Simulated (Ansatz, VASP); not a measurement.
## Two plane-wave programs on SiC

```
Si C
1.0
     1.42060   -4.65699    0.00000
     1.42060    4.65699    0.00000
     0.00000    0.00000    2.95525
Si C
2 2
Direct
  0.09403 0.90597 0.50000
  0.90597 0.09403 0.50000
  0.19500 0.80500 0.00000
  0.80500 0.19500 0.00000
```

Alike in both runs: task relaxation of cell and atoms; functional PBE; k mesh 6 × 6 × 6; occupations gaussian, width 0.1 eV; no spin polarisation.

|  | VASP | Ansatz |
| --- | --- | --- |
| version | VASP 6.6.1 | Ansatz 0.2.0 |
| potentials or method | VASP PAW PBE potentials, release 64 (Si, C), cutoff 600 eV | scalar-relativistic, plane waves, PAW |
| valence electrons in the cell | 16 | 16 |

|  | VASP | Ansatz | Ansatz less VASP |
| --- | --- | --- | --- |
| gap on the k mesh at the Fermi level, each at its own relaxed structure (eV) | none | none | - |
| relaxed volume (Å³/atom) | 11.32 | 11.34 | +0.017 |
| relaxed length of the cell vector where the two differ most in proportion (Å) | 5.974 | 5.984 | +0.0104 |

A gap of «none» marks a metal or a gap that the smearing closes.

The k mesh is coarse, so the values compare programs but aren't converged. Noted on VASP's run: the volume moved by over 15 % at a fixed basis, so the end points are rough.
